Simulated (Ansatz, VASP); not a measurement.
**One calculation of In3Sb2As, two programs**

File POSCAR:

```
In3Sb2As
1.0
   -2.3115105281      2.3115105281      9.7927672286
    2.3115105281     -2.3115105281      9.7927672286
    2.3115105281      2.3115105281     -9.7927672286
As In Sb
1 3 2
Direct
    0.0000000000      0.0000000000      0.0000000000
    0.5758980998      0.0758980998      0.5000000000
    0.2500000000      0.7500000000      0.5000000000
    0.9241019002      0.4241019002      0.5000000000
    0.6629643386      0.6629643386      0.0000000000
    0.3370356614      0.3370356614      0.0000000000
```

Contents of INCAR.step1:

```
PREC     = Accurate       # precision mode
ENCUT    = 520            # plane-wave cutoff, eV
ISMEAR   = -1             # smearing method
SIGMA    = 0.02           # smearing width, eV
LREAL    = F              # projectors in reciprocal space
LASPH    = T              # aspherical terms in the spheres
NELM     = 60             # most SCF steps
NBANDS   = 36             # bands
GGA      = PE             # functional
ALGO     = Normal         # electronic algorithm
EDIFF    = 1E-4           # SCF threshold, eV
LWAVE    = T              # write WAVECAR
LCHARG   = F              # write CHGCAR
```

File INCAR.step2:

```
PREC     = Accurate       # precision mode
ENCUT    = 520            # plane-wave cutoff, eV
EDIFF    = 1E-6           # SCF threshold, eV
ISMEAR   = -1             # smearing method
SIGMA    = 0.02           # smearing width, eV
LREAL    = F              # projectors in reciprocal space
LASPH    = T              # aspherical terms in the spheres
NELM     = 60             # most SCF steps
ALGO     = Normal         # electronic algorithm
ISIF     = 2              # what is computed and relaxed
LWAVE    = F              # write WAVECAR
LCHARG   = F              # write CHGCAR
METAGGA  = R2SCAN         # meta-GGA
LMIXTAU  = T            
NBANDS   = 36             # bands
ISTART   = 1
```

File KPOINTS:

```
Automatic mesh
0
Gamma
  6 6 6
```

Input for Ansatz:

```yaml
crystal:
  lattice:
    - [-2.3115105281, 2.3115105281, 9.7927672286]
    - [2.3115105281, -2.3115105281, 9.7927672286]
    - [2.3115105281, 2.3115105281, -9.7927672286]
  atoms:
    - { symbol: As, position: [0.0, 0.0, 0.0] }
    - { symbol: In, position: [0.5758980998, 0.0758980998, 0.5] }
    - { symbol: Sb, position: [0.6629643386, 0.6629643386, 0.0] }
    - { symbol: In, position: [0.25, 0.75, 0.5] }
    - { symbol: Sb, position: [0.3370356614, 0.3370356614, 0.0] }
    - { symbol: In, position: [0.9241019002, 0.4241019002, 0.5] }
kpoints:
  mp_grid: { grid: [6, 6, 6] }
hamiltonian:
  xc: r2scan
scf:
  occupations: { method: fermi_dirac, width: 0.02 }
  n_extra_bands: 5
output:
  forces: true
  stress: true
  eigenvalues: true
```

Alike in both runs: task single point; functional r2SCAN; k mesh 6 × 6 × 6; occupations fermi-dirac, width 0.02 eV; no spin polarisation.

```csv
,VASP,Ansatz
version,VASP 6.6.1,Ansatz 0.2.0
potentials or method,"VASP PAW PBE potentials, release 64 (As, In_d, Sb)","plane waves, PAW"
plane-wave cutoff (eV),520,500
valence electrons in the cell,54,84
```

```csv
,VASP,Ansatz,Ansatz less VASP
pressure (GPa),-2.4,-2.4,0.00
rms of the force components (eV/Å),0.010,0.010,-0.0004
```

VASP's potentials were made for PBE, not for r2SCAN. VASP's potentials hold 54 valence electrons a cell and Ansatz's 84, so a difference there can come from the potentials and not from the codes.

Neither program's run includes spin-orbit coupling.
